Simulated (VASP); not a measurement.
Wanted: the native input for a VASP 6.6.1 run.

```yaml
Task: relaxation of cell and atoms
Functional: PBE
Potentials_or_basis: VASP PAW PBE potentials, release 64 (Ta_pv, H)
Cutoff: 600 eV
k_mesh: 12 × 12 × 8
Occupations: gaussian, width 0.1 eV
Spin: no spin polarisation
Dipole_correction: no
Further_INCAR_settings: ALGO = Normal; EDIFF = 1e-06; IBRION = 2; EDIFFG = -0.001; NSW = 80; ISIF = 3
```

The structure of TaH lies in POSCAR:

```
TaH
1.0
    1.7539381733     -2.4174717632      0.0000000000
    1.7539381733      2.4174717632      0.0000000000
    0.0000000000      0.0000000000      4.8808916591
Ta H
2 2
Direct
    0.5000000000      0.0000000000      0.0000000000
    0.0000000000      0.5000000000      0.5000000000
    0.0000000000      0.0000000000      0.7500000000
    0.0000000000      0.0000000000      0.2500000000
```

The input as run:

INCAR

```
PREC = Accurate
ENCUT = 600
EDIFF = 1E-6
ISMEAR = 0
SIGMA = 0.1
LREAL = F
LASPH = T
NELM = 100
ALGO = Normal
ISIF = 3
LWAVE = F
LCHARG = F
GGA = PE
IBRION = 2
NSW = 80
EDIFFG = -0.001
```

KPOINTS

```
regular mesh
0
Gamma
  12 12 8
```

Potentials or basis: VASP PAW PBE potentials, release 64 (Ta_pv, H).

Command:

```console
$ cat potpaw_PBE.64/Ta_pv/POTCAR potpaw_PBE.64/H/POTCAR > POTCAR
$ mpirun -np 1 vasp_std > vasp.out
```

Results of the run:

* Relaxed volume: 10.36 Å³/atom
* Relaxed cell: a = 2.988 Å, b = 2.988 Å, c = 4.883 Å, α = 90.00°, β = 90.00°, γ = 108.10°
* Space group after relaxing (to 0.1 Å): Cccm (No. 66)
* Energy gained by relaxing: 0.0 meV/atom
* Ionic steps: 14
* Pressure after relaxing: 0.0 GPa
* Band gap on the k mesh: zero (bands 12 and 13 overlap by 3.31 eV)

Caveat: spin-orbit coupling is left out, which moves the levels of the heavy elements.

It took 3.2 min on 1 thread of Intel(R) Xeon(R) 6975P-C (Granite Rapids), on a shared host, peak memory 0.29 GiB.
